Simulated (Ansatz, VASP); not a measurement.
## BaTe in VASP and in Ansatz

Contents of INCAR:

```
PREC = Accurate
ENCUT = 500
EDIFF = 1E-6
ISMEAR = 0
SIGMA = 0.01
LREAL = False
LASPH = True
NELM = 120
ALGO = Normal
ISIF = 2
LWAVE = False
LCHARG = False
GGA = PE
NBANDS = 15
GGA_COMPAT = False
```

Contents of KPOINTS:

```
Automatic mesh
0
Gamma
  4 4 4
```

Contents of POSCAR:

```
BaTe
1.0
    0.0000000000      3.3871134044      3.3871134044
    3.3871134044      0.0000000000      3.3871134044
    3.3871134044      3.3871134044      0.0000000000
Ba Te
1 1
Direct
    0.0000000000      0.0000000000      0.0000000000
    0.5000000000      0.5000000000      0.5000000000
```

Input for Ansatz:

```yaml
crystal:
  lattice:
    - [0.0, 3.387113404373306, 3.387113404373306]
    - [3.387113404373306, 0.0, 3.387113404373306]
    - [3.387113404373306, 3.387113404373306, 0.0]
  atoms:
    - { symbol: Ba, position: [0.0, 0.0, 0.0] }
    - { symbol: Te, position: [0.5, 0.5, 0.5] }
basis:
  ecutwfc: 510.0
kpoints:
  mp_grid:
    grid: [4, 4, 4]
hamiltonian:
  xc: pbe
scf:
  occupations:
    method: fixed
output:
  stress: true
```

Alike in both runs: task single point; functional PBE; k mesh 4 × 4 × 4; no spin polarisation.

```csv
,VASP,Ansatz
version,VASP 6.6.1,Ansatz 0.2.0
potentials or method,"VASP PAW PBE potentials, release 64 (Ba_sv, Te), cutoff 500 eV","plane waves, PAW"
occupations,"gaussian, width 0.01 eV",fixed
valence electrons in the cell,16,26
```

|  | VASP | Ansatz | Ansatz less VASP |
| --- | --- | --- | --- |
| pressure (GPa) | 5.3 | 4.8 | -0.49 |

VASP's potentials hold 16 valence electrons a cell and Ansatz's 26, so a difference there can come from the potentials and not from the codes.

Spin-orbit coupling is off throughout.
